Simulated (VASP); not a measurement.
A run of VASP 6.6.1:

The input POSCAR:

```
P
1.0
    3.2540552468      0.0000000000      0.0000000000
   -1.6270276234      2.8180945091      0.0000000000
    0.0000000000      0.0000000000     28.0000000000
P
2
Direct
    0.3333333333      0.6666666667      0.5222365346
    0.6666666667      0.3333333333      0.4777634654
```

INCAR.step1

```
SYSTEM = P
  PREC = Accurate
  ENCUT = 520
  ISMEAR = 0
  SIGMA = 0.02
  LREAL = .FALSE.
  LASPH = .TRUE.
  NELM = 100
  LDIPOL = .TRUE.
  IDIPOL = 3
  DIPOL = 0.5 0.5 0.500
  NBANDS = 12
  GGA = PE
  ALGO = Normal
  EDIFF = 1E-4
  LWAVE = .TRUE.
  LCHARG = .FALSE.
```

Contents of INCAR.step2:

```
SYSTEM = P
  PREC = Accurate
  ENCUT = 520
  EDIFF = 1E-6
  ISMEAR = 0
  SIGMA = 0.02
  LREAL = .FALSE.
  LASPH = .TRUE.
  NELM = 100
  ALGO = Normal
  ISIF = 2
  LWAVE = .FALSE.
  LCHARG = .FALSE.
  LDIPOL = .TRUE.
  IDIPOL = 3
  DIPOL = 0.5 0.5 0.500
  METAGGA = R2SCAN
  LMIXTAU = .TRUE.
  NBANDS = 12
  ISTART = 1
```

KPOINTS

```
regular mesh
0
G
  9 9 1
  0 0 0
```

Potentials or basis: VASP PAW PBE potentials, release 64 (P).

Launch:

```console
$ cat potpaw_PBE.64/P/POTCAR > POTCAR
$ cp INCAR.step1 INCAR
$ mpirun -np 1 vasp_std > vasp.out
$ cp INCAR.step2 INCAR
$ mpirun -np 1 vasp_std > vasp.out
```

Hardware: 1 thread of Intel(R) Xeon(R) Platinum 8259CL CPU @ 2.50GHz (Skylake/Cascade Lake), on a shared host.

**Question.** How long does it take, and how much memory?

**Answer.** It took 2.3 min on 1 thread of Intel(R) Xeon(R) Platinum 8259CL CPU @ 2.50GHz (Skylake/Cascade Lake) (shared host), peak memory 0.37 GiB. Counts: k points 12.
